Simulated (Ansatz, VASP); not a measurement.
## One calculation of HgTe, two programs

Contents of INCAR:

```
SYSTEM = HgTe
  ALGO = Normal
  EDIFF = 1E-6
  ENCUT = 520
  GGA = PS
  ISIF = 2
  ISMEAR = 0
  LASPH = .TRUE.
  LCHARG = .FALSE.
  LREAL = .FALSE.
  LWAVE = .FALSE.
  NBANDS = 16
  NELM = 60
  PREC = Accurate
  SIGMA = 0.15
```

Contents of KPOINTS:

```
k-points
0
G
  14 14 14
  0 0 0
```

POSCAR

```
HgTe
1.0
    0.0000000000      3.3202050000      3.2718525000
    3.3202050000      0.0000000000      3.2718525000
    3.3202050000      3.3202050000      0.0000000000
Hg Te
1 1
Direct
    0.0000000000      0.0000000000      0.0000000000
    0.7500000000      0.7500000000      0.7500000000
```

Input for Ansatz:

```yaml
crystal:
  lattice:
    - [0.0, 3.320205, 3.2718525]
    - [3.320205, 0.0, 3.2718525]
    - [3.320205, 3.320205, 0.0]
  atoms:
    - { symbol: Hg, position: [0.0, 0.0, 0.0] }
    - { symbol: Te, position: [0.75, 0.75, 0.75] }
basis:
  ecutwfc: 420
kpoints:
  mp_grid: { grid: [14, 14, 14] }
hamiltonian:
  xc: pbesol
scf:
  occupations: { method: gaussian, width: 0.15 }
output:
  forces: true
  stress: true
  eigenvalues: true
```

Change from the starting cell: strain +0.030 along x and y, +0.015 along z, atoms carried along.

Alike in both runs: task single point; functional PBEsol; k mesh 14 × 14 × 14; occupations gaussian, width 0.15 eV; no spin polarisation.

```csv
,VASP,Ansatz
version,VASP 6.6.1,Ansatz 0.2.0
potentials or method,"VASP PAW PBE potentials, release 64 (Hg, Te), cutoff 520 eV","scalar-relativistic, plane waves, PAW"
valence electrons in the cell,18,36
```

Ansatz gave:

```
pressure (GPa)                                                : -1.7
traceless stress, the component that is largest in VASP (GPa) : 0.16
```

Task: What did VASP give for the same quantities?

Result: Pressure (GPa): -1.6; traceless stress, the component that is largest in VASP (GPa): 0.16.

VASP's potentials were made for PBE, not for PBEsol. VASP's potentials hold 18 valence electrons a cell and Ansatz's 36, so a difference there can come from the potentials and not from the codes.

Neither program's run includes spin-orbit coupling.
